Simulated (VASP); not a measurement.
# TePb: single point with PBE+D3(BJ)

TePb:

```
Te Pb
1.0
     4.34787    0.00000    0.00000
     0.00000    4.34787    0.00000
     0.00000    0.00000    3.39134
Te Pb
1 1
Direct
  0.50000 0.50000 0.50000
  0.00000 0.00000 0.00000
```

This cell differs from its parent crystal: ratio of the length along z to the lengths across it x 0.78, volume and fractional coordinates fixed.

```
Program                : VASP 6.6.1
Task                   : single point
Functional             : PBE
Dispersion             : D3(BJ)
Potentials or basis    : VASP PAW PBE potentials, release 64 (Te, Pb_d)
Cutoff                 : 520 eV
k mesh                 : 14 × 14 × 14
Occupations            : gaussian, width 0.15 eV
Spin                   : no spin polarisation
Dipole correction      : no
Further INCAR settings : ALGO = Normal; EDIFF = 1e-07; NBANDS = 17
```

```yaml
Pressure: -2.2 GPa
Band_gap_on_the_k_mesh: zero (band 10 reaches 8.38 eV, above the bottom of band 11 at 4.52 eV)
Dispersion_energy_per_atom: -0.421 eV
```

Stress tensor (GPa, compression positive):
```
-3.73  0.00  0.00
 0.00 -3.73  0.00
 0.00  0.00  0.86
```

Levels at points of the mesh, in eV from the Fermi level:
```
           k point  band 8  band 9  band 10  band 11  band 12  band 13
(0.00, 0.00, 0.00)   -3.09   -3.09     0.62     2.74     3.74     3.74
(0.50, 0.00, 0.00)   -1.79   -1.47    -0.40     0.36     1.34     4.82
(0.50, 0.50, 0.00)   -5.16   -5.16     1.51     4.52     4.52     5.60
(0.00, 0.00, 0.50)   -2.83   -1.66    -0.87    -0.87     1.60     1.60
(0.50, 0.00, 0.50)   -5.09   -4.50    -0.67     1.64     2.50     2.58
(0.50, 0.50, 0.50)   -4.10   -2.42    -2.42    -2.35    -0.88    -0.88
```

Run time: 2.6 min on 1 thread of AMD EPYC 9R45 96-Core Processor (Zen 5) (shared host), peak memory 0.41 GiB.

Caveat: spin-orbit coupling is left out, which moves the levels of the heavy elements; pairwise dispersion overbinds metals, which lowers pressure and volume.
